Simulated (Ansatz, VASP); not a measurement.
## One calculation of BN, two programs

```
CELL_PARAMETERS angstrom
2.49824 0.00000 0.00000
-1.24912 2.16354 0.00000
0.00000 0.00000 6.63570
ATOMIC_POSITIONS crystal
N 0.66667 0.33333 0.25000
N 0.33333 0.66667 0.75000
B 0.66667 0.33333 0.75000
B 0.33333 0.66667 0.25000
```

Alike in both runs: task single point; functional RPBE; k mesh 12 × 12 × 4; occupations fermi-dirac, width 0.05 eV; no spin polarisation.

|  | VASP | Ansatz |
| --- | --- | --- |
| version | VASP 6.6.1 | Ansatz 0.2.0 |
| potentials or method | VASP PAW PBE potentials, release 64 (N, B) | Ansatz PAW |
| plane-wave cutoff (eV) | 520 | 420 |
| valence electrons in the cell | 16 | 16 |

|  | VASP | Ansatz | Ansatz less VASP |
| --- | --- | --- | --- |
| gap on the k mesh at the Fermi level (eV) | 4.40 | 4.41 | +0.011 |
| least direct gap on the mesh (eV) | 4.73 | 4.74 | +0.007 |
| pressure (GPa) | 9.1 | 9.0 | -0.06 |
| traceless stress, the component that is largest in VASP (GPa) | -4.12 | -3.90 | +0.219 |

VASP's potentials were made for PBE, not for RPBE. The functional is the same, so the differences come from potentials, cutoffs and numerics.
